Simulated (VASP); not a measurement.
# Zn3Pd (I4/mmm) in VASP: single point with LDA

Aim: the single point of Zn3Pd with LDA.

Everything below comes from runs of VASP 6.6.1. Logs are shortened: lines on timing, memory, paths and dates and some standing lists are left out, and cuts for length are marked.

### 1 The cell of the first run

The structure is tetragonal, space group I4/mmm (No. 139). Conventional cell: a = 3.650 Å, b = 3.650 Å, c = 7.915 Å, α = 90.00°, β = 90.00°, γ = 90.00°. Zn (site symmetry -4m2) has 8 Zn at 2.58 to 2.69 Å and 4 Pd at 2.69 Å within 3.4 Å. Within 3.4 Å of Zn (site symmetry 4/mmm) lie 4 Pd at 2.58 Å and 8 Zn at 2.69 Å. Within 3.4 Å of Pd (site symmetry 4/mmm) lie 12 Zn at 2.58 to 2.69 Å.

### 2 Single point, LDA

Contents of INCAR:

```
SYSTEM = Zn3Pd
PREC = Accurate ; ENCUT = 540
EDIFF = 1E-6 ; ISMEAR = 0
SIGMA = 0.1 ; LREAL = .FALSE.
LASPH = .TRUE. ; NELM = 120
ALGO = Normal ; ISIF = 2
LWAVE = .FALSE. ; LCHARG = .FALSE.
NBANDS = 35 ; GGA_COMPAT = .FALSE.
```

Contents of KPOINTS:

```
regular mesh
0
G
  16 16 16
  0 0 0
```

Contents of POSCAR:

```
Zn3Pd
1.0
   -1.8251176442      1.8251176442      3.9574481544
    1.8251176442     -1.8251176442      3.9574481544
    1.8251176442      1.8251176442     -3.9574481544
Zn Pd
3 1
Direct
    0.7500000000      0.2500000000      0.5000000000
    0.2500000000      0.7500000000      0.5000000000
    0.5000000000      0.5000000000      0.0000000000
    0.0000000000      0.0000000000      0.0000000000
```

Potentials or basis: VASP PAW LDA potentials, release 64 (Zn, Pd_sv_GW).

Launch:

```bash
$ cat potpaw_LDA.64/Zn/POTCAR potpaw_LDA.64/Pd_sv_GW/POTCAR > POTCAR
$ mpirun -np 1 vasp_std > vasp.out
```

OUTCAR:

```text
SYSTEM = Zn3Pd
   PREC = Accurate
   ENCUT = 540
   EDIFF = 1E-6
   ISMEAR = 0
   LREAL = .FALSE.
   LASPH = .TRUE.
   NELM = 120
   ISIF = 2

 ion  position               nearest neighbor table
   1  0.750  0.250  0.500-   2 2.58   2 2.58   2 2.58   2 2.58   4 2.69   3 2.69   4 2.69   4 2.69
                             3 2.69   3 2.69   4 2.69   3 2.69
   2  0.250  0.750  0.500-   1 2.58   1 2.58   1 2.58   1 2.58   4 2.69   3 2.69   4 2.69   3 2.69
                             4 2.69   4 2.69   3 2.69   3 2.69
   3  0.500  0.500  0.000-   4 2.58   4 2.58   4 2.58   4 2.58   2 2.69   1 2.69   2 2.69   1 2.69
                             2 2.69   2 2.69   1 2.69   1 2.69
   4  0.000  0.000  0.000-   3 2.58   3 2.58   3 2.58   3 2.58   2 2.69   1 2.69   2 2.69   2 2.69
                             1 2.69   1 2.69   2 2.69   1 2.69

  LATTYP: Found a body centered tetragonal cell.
 ALAT       =     3.6502352884
 C/A-ratio  =     2.1683249663

  Lattice vectors:

 A1 = (  -1.8251176442,   1.8251176442,   3.9574481544)
 A2 = (   1.8251176442,  -1.8251176442,   3.9574481544)
 A3 = (   1.8251176442,   1.8251176442,  -3.9574481544)

Analysis of symmetry for initial positions (statically):
=====================================================================
 Subroutine PRICEL returns:
 Original cell was already a primitive cell.

 Routine SETGRP: Setting up the symmetry group for a
 body centered tetragonal supercell.

 Subroutine GETGRP returns: Found 16 space group operations
 (whereof 16 operations were pure point group operations)
 out of a pool of 16 trial point group operations.

The static configuration has the point symmetry D_4h.

Analysis of symmetry for dynamics (positions and initial velocities):
=====================================================================
 Subroutine PRICEL returns:
 Original cell was already a primitive cell.

 Routine SETGRP: Setting up the symmetry group for a
 body centered tetragonal supercell.

 Subroutine GETGRP returns: Found 16 space group operations
 (whereof 16 operations were pure point group operations)
 out of a pool of 16 trial point group operations.

The dynamic configuration has the point symmetry D_4h.

 Subroutine INISYM returns: Found 16 space group operations
 (whereof 16 operations are pure point group operations),
 and found     1 'primitive' translations

----------------------------------------------------------------------------------------

                                     Primitive cell

  volume of cell :      52.7299

  direct lattice vectors                    reciprocal lattice vectors
    -1.825117644  1.825117644  3.957448154     0.000000000  0.273954943  0.126344043
     1.825117644 -1.825117644  3.957448154     0.273954943  0.000000000  0.126344043
     1.825117644  1.825117644 -3.957448154     0.273954943  0.273954943  0.000000000

  length of vectors
     4.724775627  4.724775627  4.724775627     0.301685479  0.301685479  0.387430796

  position of ions in fractional coordinates (direct lattice)
     0.750000000  0.250000000  0.500000000
     0.250000000  0.750000000  0.500000000
     0.500000000  0.500000000  0.000000000
     0.000000000  0.000000000  0.000000000

  ion indices of the primitive-cell ions
   primitive index   ion index
                 1           1
                 2           2
                 3           3
                 4           4

----------------------------------------------------------------------------------------

 KPOINTS: regular mesh

Automatic generation of k-mesh.
 Grid dimensions read from file:
 generate k-points for:   16   16   16

 Generating k-lattice:

  Cartesian coordinates                     Fractional coordinates (reciprocal lattice)
     0.000000000  0.017122184  0.007896503     0.062500000  0.000000000 -0.000000000
     0.017122184  0.000000000  0.007896503     0.000000000  0.062500000 -0.000000000
     0.017122184  0.017122184  0.000000000     0.000000000  0.000000000  0.062500000

  Length of vectors
     0.018855342  0.018855342  0.024214425

  Shift w.r.t. Gamma in fractional coordinates (k-lattice)
     0.000000000  0.000000000  0.000000000

 Subroutine IBZKPT returns following result:
 ===========================================

 Found    349 irreducible k-points:

 Following reciprocal coordinates:
            Coordinates               Weight
  0.000000  0.000000  0.000000      1.000000
  0.062500  0.000000  0.000000      8.000000
  0.125000  0.000000  0.000000      8.000000
  0.187500  0.000000  0.000000      8.000000
  0.250000  0.000000  0.000000      8.000000
  0.312500  0.000000  0.000000      8.000000
[... 16 lines left out ...]
 -0.125000  0.062500  0.000000     16.000000
 -0.062500  0.062500  0.000000      4.000000
 [... further k-points ...]
   k-points           NKPTS =    349   k-points in BZ     NKDIM =    349   number of bands    NBANDS=     35
   number of dos      NEDOS =    301   number of ions     NIONS =      4
   total plane-waves  NPLWV =  46656
   dimension x,y,z NGX =    36 NGY =   36 NGZ =   36
   dimension x,y,z NGXF=    72 NGYF=   72 NGZF=   72
   ions per type =               3   1
   NGX,Y,Z   is equivalent  to a cutoff of  12.67, 12.67, 12.67 a.u.
   NGXF,Y,Z  is equivalent  to a cutoff of  25.33, 25.33, 25.33 a.u.
 SYSTEM =  Zn3Pd
   PREC   = accura    normal or accurate (medium, high low for compatibility)
   ISTART =      0    job   : 0-new  1-cont  2-samecut
   ICHARG =      2    charge: 1-file 2-atom 10-const
   ISPIN  =      1    spin polarized calculation?
   LNONCOLLINEAR =      F non collinear calculations
   LSORBIT =      F    spin-orbit coupling
   LASPH  =      T    aspherical Exc in radial PAW
   ENCUT  =  540.0 eV  39.69 Ry    6.30 a.u.   8.95  8.95  8.95*2*pi/ulx,y,z
   NELM   =    120;   NELMIN=  2; NELMDL= -5     # of ELM steps
   EDIFF  = 0.1E-05   stopping-criterion for ELM
   LREAL  =      F    real-space projection
   EDIFFG = 0.1E-04   stopping-criterion for IOM
   NSW    =      0    number of steps for IOM
   IBRION =     -1    ionic relax: 0-MD 1-quasi-New 2-CG
   NFREE  =      0    steps in history (QN), initial steepest desc. (CG)
   ISIF   =      2    stress and relaxation
   ISYM   =      2    0-nonsym 1-usesym 2-fastsym
   POTIM  = 0.5000    time-step for ionic-motion
   TEBEG  =    0.0;   TEEND  =   0.0 temperature during run
   PSTRESS=    0.0 pullay stress
   NELECT =      54.0000    total number of electrons
   NUPDOWN=      -1.0000    fix difference up-down
   EMIN   =  10.00;   EMAX   =-10.00  energy-range for DOS
   EFERMI =   0.00;   METHOD = LEGACY
   ISMEAR =     0;   SIGMA  =   0.10  broadening in eV -4-tet -1-fermi 0-gaus
   EFERMI_NEDOS =   21; number of points for ismear=-14 and -15
   IALGO  =     38    algorithm
   IMIX   =      4    mixing-type and parameters
     AMIX     =   0.40;   BMIX     =  1.00
     AMIX_MAG =   1.60;   BMIX_MAG =  1.00
  volume/ion in A,a.u.               =      13.18        88.96
  Fermi-wavevector in a.u.,A,eV,Ry     =   1.650139  3.118310 37.048086  2.722958
  Thomas-Fermi vector in A             =   2.739139
   LORBIT       =      0    0 simple, 1 ext, 2 COOP (PROOUT), +10 PAW based schemes
   GGA     = CA    functional components
   LHFCALC =     F    Hartree Fock is set to
   AEXX    =    0.0000 exact exchange contribution
   IVDW    =     0    specifies the selected vdW correction
   LEPSILON=     F    determine dielectric tensor
   LRPA    =     F    only Hartree local field effects (RPA)
 non-spin polarized calculation
 Gauss-broadening in eV      SIGMA  =   0.10
  energy-cutoff  :      540.00
  volume of cell :       52.73
 maximum number of plane-waves:      1523
   NGX = 17   NGY = 17   NGZ = 17

 number of electron      53.9999990 magnetization

 Free energy of the ion-electron system (eV)
  ---------------------------------------------------
  ext. energy  EPLUGINS =         0.00000000
  ---------------------------------------------------
  free energy    TOTEN  =       -12.17696573 eV

  energy without entropy =      -12.17225423  energy(sigma->0) =      -12.17460998

 E-fermi :   5.3647     XC(G=0): -13.1731

 val. band max:        5.3546408426   @ k =   0.1875   0.1875   0.0625
 cond. band min:       5.3670809725   @ k =   0.5000   0.5000   0.4375
 fundamental gap:      0.0124401299
 Fermi energy:         5.3647456517

 k-point     1 :       0.0000    0.0000    0.0000
  band No.  band energies     occupation
      1     -79.1178      2.00000
      2     -45.1285      2.00000
      3     -45.1285      2.00000
      4     -45.1206      2.00000
      5      -5.3794      2.00000
      6      -3.1867      2.00000
[... 27 lines left out ...]
     34      13.3216      0.00000
     35      13.4190      0.00000

 k-point     2 :       0.0625    0.0000    0.0000
  band No.  band energies     occupation
      1     -79.1178      2.00000
      2     -45.1284      2.00000
      3     -45.1283      2.00000
      4     -45.1204      2.00000
      5      -5.3219      2.00000
      6      -3.1685      2.00000
[... 27 lines left out ...]
     34      13.3792      0.00000
     35      13.8804      0.00000

 k-point     3 :       0.1250    0.0000    0.0000
  band No.  band energies     occupation
      1     -79.1178      2.00000
      2     -45.1292      2.00000
      3     -45.1280      2.00000
      4     -45.1204      2.00000
      5      -5.1509      2.00000
      6      -3.1153      2.00000
[... 27 lines left out ...]
     34      13.4534      0.00000
     35      15.0629      0.00000

 k-point     4 :       0.1875    0.0000    0.0000
  band No.  band energies     occupation
      1     -79.1177      2.00000
      2     -45.1306      2.00000
      3     -45.1279      2.00000
      4     -45.1204      2.00000
      5      -4.8717      2.00000
      6      -3.0326      2.00000
[... 27 lines left out ...]
     34      14.4806      0.00000
     35      15.1396      0.00000

 k-point     5 :       0.2500    0.0000    0.0000
  band No.  band energies     occupation
      1     -79.1176      2.00000
      2     -45.1324      2.00000
      3     -45.1277      2.00000
      4     -45.1203      2.00000
      5      -4.4950      2.00000
      6      -2.9325      2.00000
[... 638 lines left out ...]
 k-point    22 :      -0.1875    0.0625    0.0000
  band No.  band energies     occupation
      1     -79.1177      2.00000
      2     -45.1306      2.00000
      3     -45.1282      2.00000
      4     -45.1203      2.00000
      5      -4.8745      2.00000
      6      -3.0528      2.00000
[... 27 lines left out ...]
     34      14.3444      0.00000
     35      14.6085      0.00000

 k-point    23 :      -0.1250    0.0625    0.0000
  band No.  band energies     occupation
      1     -79.1177      2.00000
      2     -45.1292      2.00000
      3     -45.1283      2.00000
      4     -45.1202      2.00000
      5      -5.1339      2.00000
      6      -3.1170      2.00000
[... 27 lines left out ...]
     34      13.8284      0.00000
     35      15.0579      0.00000

 k-point    24 :      -0.0625    0.0625    0.0000
  band No.  band energies     occupation
      1     -79.1178      2.00000
      2     -45.1284      2.00000
      3     -45.1283      2.00000
      4     -45.1203      2.00000
      5      -5.2846      2.00000
      6      -3.1571      2.00000
[... 27 lines left out ...]
     34      13.7903      0.00000
     35      13.9205      0.00000

 [... further k-points ...]
[... 5 lines left out ...]
  --------------------------------------------------------------------------------------
  -------------------------------------------------------------------------------------
  Total       -0.0118836     -0.0118836     -0.0340908      0.0000000      0.0000000      0.0000000
  in kB       -0.3610789     -0.3610789     -1.0358344      0.0000000      0.0000000      0.0000000
  external PRESSURE =      -0.5859974 kB  Pullay stress =       0.0000000 kB

 VOLUME and BASIS-vectors are now :
 -----------------------------------------------------------------------------
  energy-cutoff  :      540.00
  volume of cell :       52.73
      direct lattice vectors                 reciprocal lattice vectors
    -1.825117644  1.825117644  3.957448154     0.000000000  0.273954943  0.126344043
     1.825117644 -1.825117644  3.957448154     0.273954943  0.000000000  0.126344043
     1.825117644  1.825117644 -3.957448154     0.273954943  0.273954943  0.000000000

 POSITION                                       TOTAL-FORCE (eV/Angst)
 -----------------------------------------------------------------------------------
      0.00000      1.82512      1.97872         0.000000      0.000000     -0.000000
      1.82512      0.00000      1.97872        -0.000000      0.000000      0.000000
      0.00000      0.00000      3.95745        -0.000000     -0.000000     -0.000000
      0.00000      0.00000      0.00000        -0.000000     -0.000000     -0.000000
 -----------------------------------------------------------------------------------
    total drift:                               -0.000000      0.000000      0.000000

  FREE ENERGIE OF THE ION-ELECTRON SYSTEM (eV)
  ---------------------------------------------------
  free  energy   TOTEN  =       -12.1769657289 eV

  energy  without entropy=      -12.1722542315  energy(sigma->0) =      -12.17460998
```

Wall time 15 min (1 thread of Intel Xeon Platinum 8488C (Sapphire Rapids), shared host); peak memory 0.71 GiB.

What came out:

```yaml
Free_energy: -12.1770 eV
Pressure: -0.1 GPa
Band_gap_on_the_k_mesh: zero (bands 27 and 28 overlap by 4.94 eV)
```
